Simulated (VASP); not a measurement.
Here is a VASP 6.6.1 calculation.

File POSCAR:

```
CaSe
1.0
    0.0000000000      2.9675351129      2.9675351129
    2.9675351129      0.0000000000      2.9675351129
    2.9675351129      2.9675351129      0.0000000000
Ca Se
1 1
Direct
    0.0000000000      0.0000000000      0.0000000000
    0.5000000000      0.5000000000      0.5000000000
```

The input INCAR.step1:

```
SYSTEM = CaSe
  ALGO = Normal
  EDIFF = 1E-5
  ENCUT = 520
  GGA = PE
  ISIF = 2
  ISMEAR = 0
  LASPH = .TRUE.
  LREAL = .FALSE.
  LWAVE = .TRUE.
  NBANDS = 15
  NELM = 100
  PREC = Accurate
  SIGMA = 0.01
```

The input INCAR.step2:

```
SYSTEM = CaSe
  AEXX = 0.35
  ALGO = Normal
  EDIFF = 1E-6
  ENCUT = 520
  GGA = PE
  HFSCREEN = 0.5
  ISIF = 2
  ISMEAR = 0
  ISTART = 1
  LASPH = .TRUE.
  LCHARG = .TRUE.
  LELF = .TRUE.
  LHFCALC = .TRUE.
  LREAL = .FALSE.
  LVHAR = .TRUE.
  LWAVE = .FALSE.
  NBANDS = 15
  NELM = 100
  PREC = Accurate
  PRECFOCK = Normal
  SIGMA = 0.01
```

File KPOINTS:

```
k-points
0
G
  4 4 4
  0 0 0
```

Potentials or basis: VASP PAW PBE potentials, release 64 (Ca_sv, Se).

The run is started by

```sh
$ cat potpaw_PBE.64/Ca_sv/POTCAR potpaw_PBE.64/Se/POTCAR > POTCAR
$ cp INCAR.step1 INCAR
$ mpirun -np 1 vasp_std > vasp.out
$ cp INCAR.step2 INCAR
$ mpirun -np 1 vasp_std > vasp.out
```

Question: Predict the band gap on the k mesh.

Answer: 2.73 eV, indirect (least direct gap 3.72 eV).

Question: Predict the pressure.

Answer: 0.4 GPa.

Caveat: the k points lie up to 0.46 Å⁻¹ apart; the PAW data sets were made with another functional, which shifts forces and pressure a little. A k mesh can miss the band edges.
